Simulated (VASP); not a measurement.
Wanted: the native input for a VASP 6.6.1 run.

* Task: electric field gradients
* Functional: PBEsol
* Potentials or basis: VASP PAW PBE potentials, release 64 (Mg, I)
* Cutoff: 520 eV
* k mesh: 7 × 7 × 4
* Occupations: fermi-dirac, width 0.03 eV
* Spin: no spin polarisation
* Dipole correction: no
* Further INCAR settings: ALGO = Normal; EDIFF = 1e-08; NBANDS = 15

The structure of MgI2 lies in POSCAR:

```
MgI2
1.0
    4.1952371226      0.0000000000      0.0000000000
   -2.0976185613      3.6331819230      0.0000000000
    0.0000000000      0.0000000000      6.8620000000
Mg I
1 2
Direct
    0.0000000000      0.0000000000      0.0000000000
    0.3333333333      0.6666666667      0.7576300000
    0.6666666667      0.3333333333      0.2423700000
```

This cell differs from its parent crystal: equal xx and yy strain of +1 %.

These files were run (other wordings do the same):

INCAR

```
  ALGO = Normal
  EDIFF = 1E-8
  ENCUT = 520
  GGA = PS
  ISIF = 2
  ISMEAR = -1
  LASPH = T
  LCHARG = F
  LEFG = T
  LREAL = F
  LWAVE = F
  NBANDS = 15
  NELM = 100
  PREC = Accurate
  SIGMA = 0.03
```

KPOINTS

```
k-points
0
Gamma
  7 7 4
```

Potentials or basis: VASP PAW PBE potentials, release 64 (Mg, I).

Launch:

```console
$ cat potpaw_PBE.64/Mg/POTCAR potpaw_PBE.64/I/POTCAR > POTCAR
$ mpirun -np 1 vasp_std > vasp.out
```

Results of the run:

| Property | Result |
| --- | --- |
| Pressure | -0.8 GPa |
| Largest force | 0.107 eV/Å |
| Band gap on the k mesh | 3.40 eV, indirect (least direct gap 3.43 eV) |

Caveat: the cell differs from its parent crystal (equal xx and yy strain of +1 %); without QUAD_EFG the Cq values of the log hold for a quadrupole moment of 1 mb, not for the nuclei; the PAW data sets were made with another functional, which shifts forces and pressure a little; spin-orbit coupling is left out, which moves the levels of the heavy elements; this functional lacks dispersion, which binds the layers, so the pressure and a relaxed spacing across them are unreliable.

Wall time 42 s on 1 thread of Intel(R) Xeon(R) Platinum 8375C CPU @ 2.90GHz (Ice Lake), with other jobs on the host, peak memory 0.24 GiB.
